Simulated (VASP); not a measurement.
LiF, 2 atoms in the cell. It takes space group Fm-3m (No. 225, cubic). The conventional cell has a = 4.028 Å, b = 4.028 Å, c = 4.028 Å, α = 90.00°, β = 90.00°, γ = 90.00°. F (site symmetry m-3m) has 6 Li at 2.01 Å within 2.7 Å. Li (site symmetry m-3m) has 6 F at 2.01 Å within 2.7 Å. 

- Program: VASP 6.6.1
- Task: single point
- Functional: PBE-based screened hybrid with 25 % exact exchange
- Potentials or basis: VASP PAW PBE potentials, release 64 (F, Li_sv)
- Cutoff: 520 eV
- k mesh: 6 × 6 × 6
- Occupations: fermi-dirac, width 0.05 eV
- Spin: no spin polarisation
- Dipole correction: no
- Grid for exact exchange (PRECFOCK): Normal
- Share of exact exchange: 0.25
- Further INCAR settings: ALGO = Normal; EDIFF = 1e-07; NBANDS = 12
- Screening parameter: 0.2 1/Å

Potentials or basis: VASP PAW PBE potentials, release 64 (F, Li_sv).

Launch:

```bash
$ cat potpaw_PBE.64/F/POTCAR potpaw_PBE.64/Li_sv/POTCAR > POTCAR
$ cp INCAR.step1 INCAR
$ mpirun -np 1 vasp_std > vasp.out
$ cp INCAR.step2 INCAR
$ mpirun -np 1 vasp_std > vasp.out
```

Hardware: 1 thread of Intel(R) Xeon(R) Platinum 8488C (Sapphire Rapids) (shared host).

Estimate the wall time of this run.

It took 3 min on 1 thread of Intel(R) Xeon(R) Platinum 8488C (Sapphire Rapids), on a shared host, peak memory 0.23 GiB. Counts: k points 16.
